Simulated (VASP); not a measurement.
A run of VASP 6.6.1 is set up as follows.

File INCAR:

```
  PREC = Accurate
  ENCUT = 520
  EDIFF = 1E-8
  ISMEAR = -1
  SIGMA = 0.03
  LREAL = F
  LASPH = T
  NELM = 60
  ALGO = Normal
  ISIF = 2
  LWAVE = F
  LCHARG = F
  GGA = PS
  LEFG = T
  NBANDS = 12
```

File KPOINTS:

```
Automatic mesh
0
Gamma
  12 12 12
```

The input POSCAR:

```
Sc
1.0
   -0.0227050000      2.2591475000      2.2591475000
    2.2591475000     -0.0227050000      2.2591475000
    2.2591475000      2.2591475000     -0.0227050000
Sc
1
Direct
    0.0000000000      0.0000000000      0.0000000000
```

Potentials or basis: VASP PAW PBE potentials, release 64 (Sc_sv).

Launch:

```bash
$ cat potpaw_PBE.64/Sc_sv/POTCAR > POTCAR
$ mpirun -np 1 vasp_std > vasp.out
```

Task: What does it give for the pressure?

Result: 0.5 GPa.

Stress tensor (GPa, compression positive):
```
0.48 0.36 0.36
0.36 0.48 0.36
0.36 0.36 0.48
```

Caveat: the cell differs from its parent crystal (equal xy, yz and zx shear strains of -1 %); without QUAD_EFG the Cq values of the log hold for a quadrupole moment of 1 mb, not for the nuclei; the PAW data sets were made with another functional, which shifts forces and pressure a little.
